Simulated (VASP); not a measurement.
# SbO5 (P6/mmm) in VASP: further runs

SbO5 is run at these levels: PBE; tasks: relaxation of cell and atoms.

All numbers are computed with VASP 6.6.1; they aren't measurements. Logs are shortened: lines on timing, memory, paths and dates and some standing lists are left out, and cuts for length are marked.

## 1. The cell of the first run

The structure is hexagonal, space group P6/mmm (No. 191). The conventional cell has a = 4.869 Å, b = 4.869 Å, c = 4.007 Å, α = 90.00°, β = 90.00°, γ = 120.00°. Sb (site symmetry 6/mmm) has 18 O at 2.81 to 3.15 Å within 3.7 Å. Within 3.2 Å of O (site symmetry mmm) lie 8 O at 2.43 to 2.45 Å and 4 Sb at 3.15 Å. Within 3.2 Å of O (site symmetry -6m2) lie 9 O at 2.45 to 2.81 Å and 3 Sb at 2.81 Å.

The cell was generated, and may not be a known phase.

## 2. Relaxation of cell and atoms, PBE

The input, INCAR:

```
PREC     = Accurate       # precision mode
ENCUT    = 600            # plane-wave cutoff, eV
EDIFF    = 1E-7           # SCF threshold, eV
ISMEAR   = 0              # smearing method
SIGMA    = 0.1            # smearing width, eV
LREAL    = F              # projectors in reciprocal space
LASPH    = T              # aspherical terms in the spheres
NELM     = 80             # most SCF steps
ALGO     = Normal         # electronic algorithm
ISIF     = 3              # what is computed and relaxed
LWAVE    = F              # write WAVECAR
LCHARG   = F              # write CHGCAR
GGA      = PE             # functional
IBRION   = 2              # ionic algorithm
NSW      = 90             # ionic steps
EDIFFG   = -0.04          # ionic threshold
```

The input, KPOINTS:

```
regular mesh
0
Gamma
  6 6 4
```

The input, POSCAR:

```
SbO5
1.0
    4.8689799200      0.0000000000      0.0000000000
   -2.4344899600      4.2166603000      0.0000000000
    0.0000000000      0.0000000000      4.0072364400
Sb O
1 5
Direct
    0.0000000000      0.0000000000      0.0000000000
    0.0000000000      0.5000000000      0.5000000000
    0.5000000000      0.5000000000      0.5000000000
    0.3333333300      0.6666666700      0.0000000000
    0.5000000000      0.0000000000      0.5000000000
    0.6666666700      0.3333333300      0.0000000000
```

Potentials or basis: VASP PAW PBE potentials, release 64 (Sb, O).

Command:

```console
cat potpaw_PBE.64/Sb/POTCAR potpaw_PBE.64/O/POTCAR > POTCAR
mpirun -np 1 vasp_std > vasp.out
```

OUTCAR:

```text
PREC = Accurate
   ENCUT = 600
   EDIFF = 1E-7
   ISMEAR = 0
   LREAL = F
   LASPH = T
   NELM = 80
   ISIF = 3
   GGA = PE
   IBRION = 2
   NSW = 90
   EDIFFG = -0.04

 ion  position               nearest neighbor table
   1  0.000  0.000  0.000-   4 2.81   6 2.81   4 2.81   6 2.81   6 2.81   4 2.81
   2  0.000  0.500  0.500-
   3  0.500  0.500  0.500-
   4  0.333  0.667  0.000-   1 2.81   1 2.81   1 2.81
   5  0.500  0.000  0.500-
   6  0.667  0.333  0.000-   1 2.81   1 2.81   1 2.81

  LATTYP: Found a hexagonal cell.
 ALAT       =     4.8689799200
 C/A-ratio  =     0.8230135482

  Lattice vectors:

 A1 = (   4.8689799200,   0.0000000000,   0.0000000000)
 A2 = (  -2.4344899600,   4.2166603000,   0.0000000000)
 A3 = (   0.0000000000,   0.0000000000,   4.0072364400)

Analysis of symmetry for initial positions (statically):
=====================================================================
 Subroutine PRICEL returns:
 Original cell was already a primitive cell.

 Routine SETGRP: Setting up the symmetry group for a
 hexagonal supercell.

 Subroutine GETGRP returns: Found 24 space group operations
 (whereof 24 operations were pure point group operations)
 out of a pool of 24 trial point group operations.

The static configuration has the point symmetry D_6h.

Analysis of symmetry for dynamics (positions and initial velocities):
=====================================================================
 Subroutine PRICEL returns:
 Original cell was already a primitive cell.

 Routine SETGRP: Setting up the symmetry group for a
 hexagonal supercell.

 Subroutine GETGRP returns: Found 24 space group operations
 (whereof 24 operations were pure point group operations)
 out of a pool of 24 trial point group operations.

The dynamic configuration has the point symmetry D_6h.

 Subroutine INISYM returns: Found 24 space group operations
 (whereof 24 operations are pure point group operations),
 and found     1 'primitive' translations

----------------------------------------------------------------------------------------

                                     Primitive cell

  volume of cell :      82.2719

  direct lattice vectors                    reciprocal lattice vectors
     4.868979920  0.000000000  0.000000000     0.205381829  0.118577254  0.000000000
    -2.434489960  4.216660300  0.000000000     0.000000000  0.237154508  0.000000000
     0.000000000  0.000000000  4.007236440     0.000000000  0.000000000  0.249548539

  length of vectors
     4.868979920  4.868979919  4.007236440     0.237154508  0.237154508  0.249548539

[... 83 lines left out ...]
   NELM   =     80;   NELMIN=  2; NELMDL= -5     # of ELM steps
   EDIFF  = 0.1E-06   stopping-criterion for ELM
   LREAL  =      F    real-space projection
   EDIFFG = -.4E-01   stopping-criterion for IOM
   NSW    =     90    number of steps for IOM
   IBRION =      2    ionic relax: 0-MD 1-quasi-New 2-CG
   NFREE  =      1    steps in history (QN), initial steepest desc. (CG)
   ISIF   =      3    stress and relaxation
   ISYM   =      2    0-nonsym 1-usesym 2-fastsym
   POTIM  = 0.5000    time-step for ionic-motion
   TEBEG  =    0.0;   TEEND  =   0.0 temperature during run
   PSTRESS=    0.0 pullay stress
   NELECT =      35.0000    total number of electrons
   NUPDOWN=      -1.0000    fix difference up-down
   EMIN   =  10.00;   EMAX   =-10.00  energy-range for DOS
   EFERMI =   0.00;   METHOD = LEGACY
   ISMEAR =     0;   SIGMA  =   0.10  broadening in eV -4-tet -1-fermi 0-gaus
   EFERMI_NEDOS =   21; number of points for ismear=-14 and -15
   IALGO  =     38    algorithm
   IMIX   =      4    mixing-type and parameters
     AMIX     =   0.40;   BMIX     =  1.00
     AMIX_MAG =   1.60;   BMIX_MAG =  1.00
  volume/ion in A,a.u.               =      13.71        92.53
  Fermi-wavevector in a.u.,A,eV,Ry     =   1.231252  2.326729 20.626184  1.515982
  Thomas-Fermi vector in A             =   2.366069
   LORBIT       =      0    0 simple, 1 ext, 2 COOP (PROOUT), +10 PAW based schemes
   GGA     = PE    functional components
   LHFCALC =     F    Hartree Fock is set to
   AEXX    =    0.0000 exact exchange contribution
   IVDW    =     0    specifies the selected vdW correction
   LEPSILON=     F    determine dielectric tensor
   LRPA    =     F    only Hartree local field effects (RPA)
 conjugate gradient relaxation of ions
 non-spin polarized calculation
 Gauss-broadening in eV      SIGMA  =   0.10
  energy-cutoff  :      600.00
  volume of cell :       82.27
 maximum number of plane-waves:      2764
 NGX is ok and might be reduce to    40
   NGX = 19   NGY = 19   NGZ = 17

--------------------------------------- Ionic step        1  -------------------------------------------

 number of electron      34.9999993 magnetization

 Free energy of the ion-electron system (eV)
  ---------------------------------------------------
  ext. energy  EPLUGINS =         0.00000000
  ---------------------------------------------------
  free energy    TOTEN  =       -19.43053583 eV

  energy without entropy =      -19.38957397  energy(sigma->0) =      -19.41005490

 E-fermi :   2.1199     XC(G=0): -10.1609

 val. band max:        2.0993422549   @ k =   0.1667  -0.0000   0.5000
 cond. band min:       2.1200710354   @ k =   0.3333   0.1667   0.5000
 fundamental gap:      0.0207287804
 Fermi energy:         2.1199208893

 k-point     1 :       0.0000    0.0000    0.0000
  band No.  band energies     occupation
      1     -16.0846      2.00000
      2     -13.8198      2.00000
      3     -13.7291      2.00000
      4     -13.7291      2.00000
      5     -13.5200      2.00000
      6      -5.9821      2.00000
[... 606 lines left out ...]
  FREE ENERGIE OF THE ION-ELECTRON SYSTEM (eV)
  ---------------------------------------------------
  free  energy   TOTEN  =       -21.6095967690 eV

  energy  without entropy=      -21.5808261937  energy(sigma->0) =      -21.59521148

[... ionic steps 4 to 14 ...]

--------------------------------------- Ionic step       15  -------------------------------------------

 number of electron      34.9999945 magnetization

------------------------ aborting loop because EDIFF is reached ----------------------------------------
[... 75 lines left out ...]
--------------------------------------- Ionic step       17  -------------------------------------------

 number of electron      34.9999929 magnetization

 Free energy of the ion-electron system (eV)
  ---------------------------------------------------
  ext. energy  EPLUGINS =         0.00000000
  ---------------------------------------------------
  free energy    TOTEN  =       -24.33695365 eV

  energy without entropy =      -24.30936345  energy(sigma->0) =      -24.32315855

 E-fermi :   4.4551     XC(G=0): -11.0610

 val. band max:        4.4404083404   @ k =   0.1667  -0.0000   0.5000
 cond. band min:       4.4740069953   @ k =   0.0000   0.0000   0.5000
 fundamental gap:      0.0335986549
 Fermi energy:         4.4551202499

 k-point     1 :       0.0000    0.0000    0.0000
  band No.  band energies     occupation
      1     -16.4847      2.00000
      2     -15.3570      2.00000
      3     -11.1434      2.00000
      4     -10.2450      2.00000
      5     -10.2450      2.00000
      6      -3.6407      2.00000
[... 526 lines left out ...]
  FREE ENERGIE OF THE ION-ELECTRON SYSTEM (eV)
  ---------------------------------------------------
  free  energy   TOTEN  =       -24.3369536502 eV

  energy  without entropy=      -24.3093634536  energy(sigma->0) =      -24.32315855

 reached required accuracy - stopping structural energy minimisation
```

OSZICAR:

```text
N       E                     dE             d eps       ncg     rms          rms(c)
DAV:   1     0.251085675090E+03    0.25109E+03   -0.18704E+04   882   0.167E+03
DAV:   2    -0.804179127603E+00   -0.25189E+03   -0.24462E+03  1158   0.313E+02
DAV:   3    -0.219241853408E+02   -0.21120E+02   -0.19982E+02  1127   0.983E+01
DAV:   4    -0.226282645260E+02   -0.70408E+00   -0.68410E+00   956   0.182E+01
[... 231 lines left out ...]
DAV:   5    -0.243369538238E+02   -0.20062E-05   -0.71166E-05   911   0.605E-02    0.927E-03
DAV:   6    -0.243369545659E+02   -0.74212E-06   -0.20662E-06  1001   0.120E-02    0.284E-03
DAV:   7    -0.243369539870E+02    0.57893E-06   -0.14765E-07   451   0.323E-03    0.114E-03
DAV:   8    -0.243369536526E+02    0.33434E-06   -0.46778E-08   441   0.226E-03    0.165E-04
DAV:   9    -0.243369536502E+02    0.24670E-08   -0.75230E-09   441   0.613E-04
  17 F= -.24336954E+02 E0= -.24323159E+02  d E =-.588438E+00
```

Wall time 5.4 min (1 thread of AMD EPYC 9R45 (Zen 5), shared host); peak memory 0.21 GiB.

What came out:

```
Free energy                           : -24.3370 eV
Relaxed volume                        : 10.71 Å³/atom
Relaxed cell                          : a = 3.755 Å, b = 3.755 Å, c = 5.265 Å, α = 90.00°, β = 90.00°, γ = 120.00°
Space group after relaxing (to 0.1 Å) : P6/mmm (No. 191)
Energy gained by relaxing             : 817.7 meV/atom
Ionic steps                           : 17
Pressure after relaxing               : -0.2 GPa
Band gap on the k mesh                : zero (an odd number of electrons rules out a gap without spin polarisation)
```

Step by step:
```
step  energy change (eV)  largest force (eV/Å)  pressure (GPa)  volume (Å³)
   1              0.0000                0.0000          -21.66        82.27
   2             -2.1403                0.0000           -3.55        62.07
   3             -2.1791                0.0000            1.18        59.99
   4             -2.1792                0.0000            2.19        59.59
   5             -2.3743                0.0000            2.67        59.43
   6             -2.9685                0.0000            5.65        58.35
   7             -3.7710                0.0000           39.29        53.93
   8             -3.8440                0.0000           11.89        56.80
   9             -4.2377                0.0000           22.71        55.43
  10             -4.2157                0.0000           26.11        55.11
  11             -4.2643                0.0000           26.16        55.42
  12             -4.3180                0.0000           26.75        56.24
  13             -4.4153                0.0000           24.19        56.87
  14             -4.6527                0.0000           16.64        58.81
  15             -4.8908                0.0000            3.67        62.81
  16             -4.9063                0.0000            0.24        64.11
  17             -4.9064                0.0000           -0.17        64.28
```

Final structure:
```cif
data_structure
_symmetry_space_group_name_H-M 'P 1'
_symmetry_Int_Tables_number 1
_cell_length_a 3.7546
_cell_length_b 3.7546
_cell_length_c 5.2650
_cell_angle_alpha 90.000
_cell_angle_beta 90.000
_cell_angle_gamma 120.000
_cell_volume 64.28
loop_
_atom_site_label
_atom_site_type_symbol
_atom_site_fract_x
_atom_site_fract_y
_atom_site_fract_z
_atom_site_occupancy
Sb1 Sb 0.00000 0.00000 0.00000 1
O1 O 0.00000 0.50000 0.50000 1
O2 O 0.50000 0.50000 0.50000 1
O3 O 0.33333 0.66667 0.00000 1
O4 O 0.50000 0.00000 0.50000 1
O5 O 0.66667 0.33333 0.00000 1
```

Caveat: the k points lie up to 0.32 Å⁻¹ apart in the final cell, too coarse for converged energies and pressures of a metal; the volume moved by over 15 % at a fixed basis, so the end points are rough; spin-orbit coupling is left out, which moves the levels of the heavy elements; an odd number of electrons without spin polarisation forces a metal; a magnetic or distorted state may lie lower.

## 3. Relaxation of cell and atoms, PBE

This run uses another cell than the first one, of 11.94 Å³/atom.

The input, INCAR:

```
ALGO     = Normal         # electronic algorithm
EDIFF    = 1E-7           # SCF threshold, eV
EDIFFG   = -0.01          # ionic threshold
ENCUT    = 600            # plane-wave cutoff, eV
GGA      = PE             # functional
IBRION   = 2              # ionic algorithm
ISIF     = 3              # what is computed and relaxed
ISMEAR   = 0              # smearing method
LASPH    = T              # aspherical terms in the spheres
LCHARG   = F              # write CHGCAR
LREAL    = F              # projectors in reciprocal space
LWAVE    = F              # write WAVECAR
NELM     = 80             # most SCF steps
NSW      = 100            # ionic steps
PREC     = Accurate       # precision mode
SIGMA    = 0.1            # smearing width, eV
```

The input, KPOINTS:

```
k-points
0
Gamma
  12 12 6
```

The input, POSCAR:

```
SbO5
1.0
    3.7619772453      0.0000000000      0.0000000000
   -1.8809886226      3.2579678629      0.0000000000
    0.0000000000      0.0000000000      5.8430370119
Sb O
1 5
Direct
    0.0000000000      0.0000000000      0.0000000000
    0.0000000000      0.5000000000      0.5000000000
    0.5000000000      0.5000000000      0.5000000000
    0.3333333333      0.6666666667      0.0000000000
    0.5000000000      0.0000000000      0.5000000000
    0.6666666667      0.3333333333      0.0000000000
```

Potentials or basis: VASP PAW PBE potentials, release 64 (Sb, O).

Command:

```console
cat potpaw_PBE.64/Sb/POTCAR potpaw_PBE.64/O/POTCAR > POTCAR
mpirun -np 1 vasp_std > vasp.out
```

Wall time 4.1 min (1 thread of AMD EPYC 9R45 (Zen 5), shared host); peak memory 0.26 GiB.

It converged, with:

- Free energy: -24.4212 eV
- Relaxed volume: 11.85 Å³/atom
- Relaxed cell: a = 3.757 Å, b = 3.757 Å, c = 5.814 Å, α = 90.00°, β = 90.00°, γ = 120.00°
- Space group after relaxing (to 0.1 Å): P6/mmm (No. 191)
- Energy gained by relaxing: 0.1 meV/atom
- Ionic steps: 5
- Pressure after relaxing: 0.0 GPa
- Band gap on the k mesh: zero (an odd number of electrons rules out a gap without spin polarisation)

Stress tensor (GPa, compression positive):
```
 0.03  0.00  0.00
 0.00  0.03  0.00
 0.00  0.00 -0.06
```

The path:
```csv
step,energy change (eV),largest force (eV/Å),pressure (GPa),volume (Å³)
1,0.0000,0.0000,-0.42,71.61
2,-0.0002,0.0000,0.15,71.29
3,-0.0003,0.0000,-0.04,71.39
4,-0.0004,0.0000,-0.03,71.32
5,-0.0006,0.0000,0.00,71.08
```

Final structure:
```
CELL_PARAMETERS angstrom
3.75736 0.00000 0.00000
-1.87868 3.25397 0.00000
0.00000 0.00000 5.81403
ATOMIC_POSITIONS crystal
Sb 0.00000 0.00000 0.00000
O 0.00000 0.50000 0.50000
O 0.50000 0.50000 0.50000
O 0.33333 0.66667 0.00000
O 0.50000 0.00000 0.50000
O 0.66667 0.33333 0.00000
```

Levels at points of the mesh, in eV from the Fermi level:
```tsv
k point	band 15	band 16	band 17	band 18	band 19	band 20	band 21
(0.00, 0.00, 0.00)	-2.79	-0.60	-0.02	-0.02	2.85	3.50	4.00
(0.50, 0.00, 0.00)	-0.94	-0.92	-0.76	-0.22	-0.15	0.89	1.58
(0.00, 0.00, 0.50)	-3.48	-0.57	0.02	0.02	2.85	3.01	4.00
(0.50, 0.00, 0.50)	-1.21	-0.91	-0.75	-0.23	-0.09	0.87	1.62
```

Caveat: spin-orbit coupling is left out, which moves the levels of the heavy elements; an odd number of electrons without spin polarisation forces a metal; a magnetic or distorted state may lie lower.

The gap in the log of VASP goes by the Fermi energy; the results here count the filled bands.